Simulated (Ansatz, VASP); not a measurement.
**Nb2H3: VASP beside Ansatz**

```
Nb H
1.0
     1.48062    0.85484    6.98043
    -1.48062    0.85484    6.98043
     0.00000   -1.70967    6.98043
Nb H
2 3
Direct
  0.39471 0.39471 0.39471
  0.60529 0.60529 0.60529
  0.00000 0.00000 0.00000
  0.22194 0.22194 0.22194
  0.77806 0.77806 0.77806
```

Alike in both runs: functional PBE; k mesh 6 × 6 × 6; occupations gaussian, width 0.1 eV; no spin polarisation.

Ansatz relaxed the structure, and its values are those at the end. VASP's run is a single point on that final structure, the one shown.

```csv
,VASP,Ansatz
version,VASP 6.6.1,Ansatz 0.2.0
potentials or method,"VASP PAW PBE potentials, release 64 (Nb_sv, H), cutoff 520 eV","scalar-relativistic, plane waves, PAW"
valence electrons in the cell,29,29
```

|  | VASP | Ansatz | Ansatz less VASP |
| --- | --- | --- | --- |
| gap on the k mesh at the Fermi level (eV) | none | none | - |
| pressure (GPa) | -0.2 | 0.2 | +0.38 |
| rms of the force components (eV/Å) | 0.005 | 0.000 | -0.0045 |

A gap of «none» marks a metal or a gap that the smearing closes.

The k mesh is coarse, so the values compare programs but aren't converged.
